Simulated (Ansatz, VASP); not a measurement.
# MoS2: VASP beside Ansatz

```xyz
15
Lattice="3.1431 0.0000 0.0000 0.0000 6.5401 0.0000 0.0000 0.0000 27.2110" Properties=species:S:1:pos:R:3 pbc="T T T"
S     1.5716    1.2449    7.5000
S     0.0000    4.0358    9.2505
S     0.0000    0.4896   10.1151
S     1.5716    3.2805   11.8656
S     1.5716    6.2745   12.7303
S     0.0000    2.5252   14.4807
S     0.0000    5.5192   15.3454
S     1.5716    1.7700   17.0959
S     1.5716    4.7639   17.9606
S     0.0000    1.0147   19.7110
Mo    1.5716    5.7848    8.8112
Mo    0.0000    5.0295   11.4263
Mo    1.5716    4.2742   14.0414
Mo    0.0000    3.5189   16.6566
Mo    1.5716    2.7637   19.2717
```

Alike in both runs: task single point; functional PBEsol; k mesh 8 × 4 × 1; occupations gaussian, width 0.05 eV; no spin polarisation.

|  | VASP | Ansatz |
| --- | --- | --- |
| version | VASP 6.6.1 | Ansatz 0.2.0 |
| potentials or method | VASP PAW PBE potentials, release 64 (S, Mo_sv), cutoff 520 eV | scalar-relativistic, plane waves, PAW |
| valence electrons in the cell | 130 | 130 |

Ansatz gave:

```
gap on the k mesh at the Fermi level (eV) : none
rms of the force components (eV/Å)        : 0.824
```

Problem. Which values does VASP return?

Solution. gap on the k mesh at the Fermi level (eV): none; rms of the force components (eV/Å): 0.823.

VASP's potentials were made for PBE, not for PBEsol. A gap of «none» marks a metal or a gap that the smearing closes. Ansatz's warnings: xc potential rough in thin density.
